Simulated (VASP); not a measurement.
# Al in VASP: notebook

Runs on Al. Level: PBE. Tasks: single point.

Everything below comes from runs of VASP 6.6.1. Logs are shortened: lines on timing, memory, paths and dates and some standing lists are left out, and cuts for length are marked.

### Step 1. The cell of the first run

The cell holds a slab with vacuum, 5 atoms: a = 2.827 Å, b = 2.827 Å, c = 24.186 Å, α = 90.00°, β = 90.00°, γ = 120.00°.

### Step 2. Single point, PBE

INCAR

```
SYSTEM = Al
ALGO = Normal
EDIFF = 1E-6
ENCUT = 520
GGA = PE
ISIF = 2
ISMEAR = -1
LASPH = .True.
LCHARG = .False.
LREAL = .False.
LWAVE = .False.
NBANDS = 16
NELM = 100
PREC = Accurate
SIGMA = 0.05
```

KPOINTS

```
k-points
0
Gamma
  11 11 1
  0 0 0
```

POSCAR

```
Al
1.0
    2.8270770242      0.0000000000      0.0000000000
   -1.4135385121      2.4483205214      0.0000000000
    0.0000000000      0.0000000000     24.1859930700
Al
5
Direct
    0.0000000000      0.0000000000      0.3100968390
    0.3333333300      0.6666666600      0.4050484195
    0.0000000000      0.0000000000      0.5000000000
    0.6666666700      0.3333333400      0.5949515805
    0.0000000000      0.0000000000      0.6899031610
```

Potentials or basis: VASP PAW PBE potentials, release 64 (Al).

Started as:

```sh
> cat potpaw_PBE.64/Al/POTCAR > POTCAR
> mpirun -np 1 vasp_std > vasp.out
```

OUTCAR:

```text
SYSTEM = Al
   EDIFF = 1E-6
   ENCUT = 520
   GGA = PE
   ISIF = 2
   ISMEAR = -1
   LASPH = .True.
   LREAL = .False.
   NELM = 100
   PREC = Accurate

 ion  position               nearest neighbor table
   1  0.000  0.000  0.310-   2 2.82   2 2.82   2 2.82
   2  0.333  0.667  0.405-   1 2.82   3 2.82   1 2.82   1 2.82   3 2.82   3 2.82
   3  0.000  0.000  0.500-   2 2.82   4 2.82   4 2.82   2 2.82   2 2.82   4 2.82
   4  0.667  0.333  0.595-   5 2.82   3 2.82   5 2.82   5 2.82   3 2.82   3 2.82
   5  0.000  0.000  0.690-   4 2.82   4 2.82   4 2.82

  LATTYP: Found a hexagonal cell.
 ALAT       =     2.8270770242
 C/A-ratio  =     8.5551234943

  Lattice vectors:

 A1 = (   2.8270770242,   0.0000000000,   0.0000000000)
 A2 = (  -1.4135385121,   2.4483205214,   0.0000000000)
 A3 = (   0.0000000000,   0.0000000000,  24.1859930700)

Analysis of symmetry for initial positions (statically):
=====================================================================
 Subroutine PRICEL returns:
 Original cell was already a primitive cell.

 Routine SETGRP: Setting up the symmetry group for a
 hexagonal supercell.

 Subroutine GETGRP returns: Found 12 space group operations
 (whereof 12 operations were pure point group operations)
 out of a pool of 24 trial point group operations.

The static configuration has the point symmetry D_3d.

Analysis of symmetry for dynamics (positions and initial velocities):
=====================================================================
 Subroutine PRICEL returns:
 Original cell was already a primitive cell.

 Routine SETGRP: Setting up the symmetry group for a
 hexagonal supercell.

 Subroutine GETGRP returns: Found 12 space group operations
 (whereof 12 operations were pure point group operations)
 out of a pool of 24 trial point group operations.

The dynamic configuration has the point symmetry D_3d.

 Subroutine INISYM returns: Found 12 space group operations
 (whereof 12 operations are pure point group operations),
 and found     1 'primitive' translations

----------------------------------------------------------------------------------------

                                     Primitive cell

  volume of cell :     167.4055

  direct lattice vectors                    reciprocal lattice vectors
     2.827077024  0.000000000  0.000000000     0.353722234  0.204221627  0.000000000
    -1.413538512  2.448320521  0.000000000     0.000000000  0.408443254  0.000000000
     0.000000000  0.000000000 24.185993070     0.000000000  0.000000000  0.041346245

  length of vectors
     2.827077024  2.827077024 24.185993070     0.408443254  0.408443254  0.041346245

  position of ions in fractional coordinates (direct lattice)
     0.000000000  0.000000000  0.310096839
     0.333333330  0.666666660  0.405048419
     0.000000000  0.000000000  0.500000000
     0.666666670  0.333333340  0.594951581
     0.000000000  0.000000000  0.689903161

  ion indices of the primitive-cell ions
   primitive index   ion index
                 1           1
                 2           2
                 3           3
                 4           4
                 5           5

----------------------------------------------------------------------------------------

 KPOINTS: k-points

Automatic generation of k-mesh.
 Grid dimensions read from file:
 generate k-points for:   11   11    1

 Generating k-lattice:

  Cartesian coordinates                     Fractional coordinates (reciprocal lattice)
     0.032156567  0.018565602  0.000000000     0.090909091 -0.000000000  0.000000000
     0.000000000  0.037131205  0.000000000     0.000000000  0.090909091  0.000000000
     0.000000000  0.000000000  0.041346245     0.000000000  0.000000000  1.000000000

  Length of vectors
     0.037131205  0.037131205  0.041346245

  Shift w.r.t. Gamma in fractional coordinates (k-lattice)
     0.000000000  0.000000000  0.000000000

 Subroutine IBZKPT returns following result:
 ===========================================

 Found     16 irreducible k-points:

 Following reciprocal coordinates:
            Coordinates               Weight
  0.000000  0.000000  0.000000      1.000000
  0.090909  0.000000  0.000000      6.000000
  0.181818  0.000000  0.000000      6.000000
  0.272727 -0.000000  0.000000      6.000000
  0.363636  0.000000  0.000000      6.000000
  0.454545  0.000000  0.000000      6.000000
[... 8 lines left out ...]
  0.272727  0.272727  0.000000      6.000000
  0.363636  0.272727  0.000000      6.000000
   k-points           NKPTS =     16   k-points in BZ     NKDIM =     16   number of bands    NBANDS=     16
   number of dos      NEDOS =    301   number of ions     NIONS =      5
   total plane-waves  NPLWV = 103680
   dimension x,y,z NGX =    24 NGY =   24 NGZ =  180
   dimension x,y,z NGXF=    48 NGYF=   48 NGZF=  360
   ions per type =               5
   NGX,Y,Z   is equivalent  to a cutoff of  14.11, 14.11, 12.37 a.u.
   NGXF,Y,Z  is equivalent  to a cutoff of  28.23, 28.23, 24.75 a.u.
 SYSTEM =  Al
   PREC   = accura    normal or accurate (medium, high low for compatibility)
   ISTART =      0    job   : 0-new  1-cont  2-samecut
   ICHARG =      2    charge: 1-file 2-atom 10-const
   ISPIN  =      1    spin polarized calculation?
   LNONCOLLINEAR =      F non collinear calculations
   LSORBIT =      F    spin-orbit coupling
   LASPH  =      T    aspherical Exc in radial PAW
   ENCUT  =  520.0 eV  38.22 Ry    6.18 a.u.   5.26  5.26 44.97*2*pi/ulx,y,z
   NELM   =    100;   NELMIN=  2; NELMDL= -5     # of ELM steps
   EDIFF  = 0.1E-05   stopping-criterion for ELM
   LREAL  =      F    real-space projection
   EDIFFG = 0.1E-04   stopping-criterion for IOM
   NSW    =      0    number of steps for IOM
   IBRION =     -1    ionic relax: 0-MD 1-quasi-New 2-CG
   NFREE  =      0    steps in history (QN), initial steepest desc. (CG)
   ISIF   =      2    stress and relaxation
   ISYM   =      2    0-nonsym 1-usesym 2-fastsym
   POTIM  = 0.5000    time-step for ionic-motion
   TEBEG  =    0.0;   TEEND  =   0.0 temperature during run
   PSTRESS=    0.0 pullay stress
   NELECT =      15.0000    total number of electrons
   NUPDOWN=      -1.0000    fix difference up-down
   EMIN   =  10.00;   EMAX   =-10.00  energy-range for DOS
   EFERMI =   0.00;   METHOD = LEGACY
   ISMEAR =    -1;   SIGMA  =   0.05  broadening in eV -4-tet -1-fermi 0-gaus
   EFERMI_NEDOS =   21; number of points for ismear=-14 and -15
   IALGO  =     38    algorithm
   IMIX   =      4    mixing-type and parameters
     AMIX     =   0.40;   BMIX     =  1.00
     AMIX_MAG =   1.60;   BMIX_MAG =  1.00
  volume/ion in A,a.u.               =      33.48       225.94
  Fermi-wavevector in a.u.,A,eV,Ry     =   0.732569  1.384355  7.301670  0.536658
  Thomas-Fermi vector in A             =   1.825064
   LORBIT       =      0    0 simple, 1 ext, 2 COOP (PROOUT), +10 PAW based schemes
   GGA     = PE    functional components
   LHFCALC =     F    Hartree Fock is set to
   AEXX    =    0.0000 exact exchange contribution
   IVDW    =     0    specifies the selected vdW correction
   LEPSILON=     F    determine dielectric tensor
   LRPA    =     F    only Hartree local field effects (RPA)
 non-spin polarized calculation
  energy-cutoff  :      520.00
  volume of cell :      167.41
 maximum number of plane-waves:      4532
 NGX is ok and might be reduce to    24
   NGX = 11   NGY = 11   NGZ = 89

 number of electron      15.0000000 magnetization

 Free energy of the ion-electron system (eV)
  ---------------------------------------------------
  ext. energy  EPLUGINS =         0.00000000
  ---------------------------------------------------
  free energy    TOTEN  =       -17.89446374 eV

  energy without entropy =      -17.86415824  energy(sigma->0) =      -17.87931099

 E-fermi :   1.9089     XC(G=0):  -5.6869

 val. band max:        1.8997633422   @ k =   0.2727   0.2727   0.0000
 cond. band min:       1.9103398035   @ k =   0.2727   0.1818   0.0000
 fundamental gap:      0.0105764613
 Fermi energy:         1.9088724026

 k-point     1 :       0.0000    0.0000    0.0000
  band No.  band energies     occupation
      1      -9.2352      2.00000
      2      -8.5008      2.00000
      3      -7.3586      2.00000
      4      -5.7646      2.00000
      5      -3.7785      2.00000
      6      -1.7613      2.00000
[... 8 lines left out ...]
     15      10.7679      0.00000
     16      12.9739      0.00000

 k-point     2 :       0.0909    0.0000    0.0000
  band No.  band energies     occupation
      1      -9.0316      2.00000
      2      -8.2981      2.00000
      3      -7.1571      2.00000
      4      -5.5647      2.00000
      5      -3.5789      2.00000
      6      -1.5704      2.00000
[... 8 lines left out ...]
     15      10.5051      0.00000
     16      10.9289      0.00000

 k-point     3 :       0.1818    0.0000    0.0000
  band No.  band energies     occupation
      1      -8.4226      2.00000
      2      -7.6918      2.00000
      3      -6.5546      2.00000
      4      -4.9673      2.00000
      5      -2.9838      2.00000
      6      -0.9985      2.00000
[... 8 lines left out ...]
     15       8.8409      0.00000
     16       8.9256      0.00000

 k-point     4 :       0.2727   -0.0000    0.0000
  band No.  band energies     occupation
      1      -7.4138      2.00000
      2      -6.6874      2.00000
      3      -5.5567      2.00000
      4      -3.9794      2.00000
      5      -2.0075      2.00000
      6      -0.0503      2.00000
[... 8 lines left out ...]
     15       8.0069      0.00000
     16       8.3724      0.00000
[... 172 lines left out ...]
 k-point    14 :       0.3636    0.1818    0.0000
  band No.  band energies     occupation
      1      -3.6523      2.00000
      2      -2.9520      2.00000
      3      -1.8790      2.00000
      4      -1.5229      2.00000
      5      -0.9615      2.00000
      6      -0.1625      2.00000
[... 8 lines left out ...]
     15       5.7004      0.00000
     16       6.1746      0.00000

 k-point    15 :       0.2727    0.2727    0.0000
  band No.  band energies     occupation
      1      -3.8462      2.00000
      2      -3.1416      2.00000
      3      -2.0456      2.00000
      4      -0.5991      2.00000
      5       0.1520      2.00000
      6       0.4273      2.00000
[... 8 lines left out ...]
     15       5.6459      0.00000
     16       5.8147      0.00000

 k-point    16 :       0.3636    0.2727    0.0000
  band No.  band energies     occupation
      1      -1.9656      2.00000
      2      -1.8660      2.00000
      3      -1.3703      2.00000
      4      -1.1043      2.00000
      5      -0.4030      2.00000
      6       0.0253      2.00000
[... 8 lines left out ...]
     15       5.0505      0.00000
     16       5.6274      0.00000

------------------------ aborting loop because EDIFF is reached ----------------------------------------

  FORCE on cell =-STRESS in cart. coord.  units (eV):
  Direction    XX          YY          ZZ          XY          YZ          ZX
  --------------------------------------------------------------------------------------
  -------------------------------------------------------------------------------------
  Total        0.3804387      0.3804387      2.0378403      0.0000000      0.0000000      0.0000000
  in kB        3.6410403      3.6410403     19.5034255      0.0000000      0.0000000      0.0000000
  external PRESSURE =       8.9285020 kB  Pullay stress =       0.0000000 kB

 VOLUME and BASIS-vectors are now :
 -----------------------------------------------------------------------------
  energy-cutoff  :      520.00
  volume of cell :      167.41
      direct lattice vectors                 reciprocal lattice vectors
     2.827077024  0.000000000  0.000000000     0.353722234  0.204221627  0.000000000
    -1.413538512  2.448320521  0.000000000     0.000000000  0.408443254  0.000000000
     0.000000000  0.000000000 24.185993070     0.000000000  0.000000000  0.041346245

 POSITION                                       TOTAL-FORCE (eV/Angst)
 -----------------------------------------------------------------------------------
      0.00000      0.00000      7.50000        -0.000000     -0.000000     -0.260352
      0.00000      1.63221      9.79650        -0.000000      0.000000      0.076422
      0.00000      0.00000     12.09300        -0.000000     -0.000000      0.000000
      1.41354      0.81611     14.38949         0.000000      0.000000     -0.076422
      0.00000      0.00000     16.68599         0.000000     -0.000000      0.260352
 -----------------------------------------------------------------------------------
    total drift:                                0.000000      0.000000     -0.000000

  FREE ENERGIE OF THE ION-ELECTRON SYSTEM (eV)
  ---------------------------------------------------
  free  energy   TOTEN  =       -17.8944637383 eV

  energy  without entropy=      -17.8641582383  energy(sigma->0) =      -17.87931099
```

Run time: 88 s. Hardware: 1 thread of Intel Xeon 8259CL, shared host; peak memory 0.3 GiB.

What came out:

| Property | Result |
| --- | --- |
| Free energy | -17.8945 eV |
| Largest force | 0.260 eV/Å |
| Band gap on the k mesh | zero (an odd number of electrons rules out a gap without spin polarisation) |

Forces in eV/Å, atoms in the order of the input:
```
Al   0.000  0.000 -0.260
Al   0.000  0.000  0.076
Al   0.000  0.000  0.000
Al   0.000  0.000 -0.076
Al   0.000  0.000  0.260
```

### Step 3. Single point, PBE

INCAR

```
  ALGO = Normal
  EDIFF = 1E-7
  ENCUT = 520
  GGA = PE
  ISIF = 2
  ISMEAR = -1
  LASPH = T
  LCHARG = F
  LREAL = F
  LWAVE = F
  NBANDS = 16
  NELM = 100
  PREC = Accurate
  SIGMA = 0.05
```

KPOINTS

```
k-points
0
Gamma
  11 11 1
```

POSCAR is that of step 2.

Potentials or basis: VASP PAW PBE potentials, release 64 (Al).

Started as:

```sh
> cat potpaw_PBE.64/Al/POTCAR > POTCAR
> mpirun -np 1 vasp_std > vasp.out
```

It took 90 s on 1 thread of Intel Xeon 8259CL, shared host; peak memory 0.3 GiB.

The run converged. Its results:

| Item | Value |
| --- | --- |
| Free energy | -17.8945 eV |
| Largest force | 0.260 eV/Å |
| Band gap on the k mesh | zero (an odd number of electrons rules out a gap without spin polarisation) |

Forces in eV/Å, atoms in the order of the input:
```
Al   0.000  0.000 -0.260
Al   0.000  0.000  0.076
Al   0.000  0.000  0.000
Al   0.000  0.000 -0.076
Al   0.000  0.000  0.260
```

Levels at points of the mesh, in eV from the Fermi level:
| k point | band 3 | band 4 | band 5 | band 6 | band 7 | band 8 | band 9 | band 10 | band 11 | band 12 |
| --- | --- | --- | --- | --- | --- | --- | --- | --- | --- | --- |
| (0.00, 0.00, 0.00) | -9.27 | -7.67 | -5.69 | -3.67 | -1.16 | 1.25 | 3.03 | 4.04 | 4.28 | 6.03 |
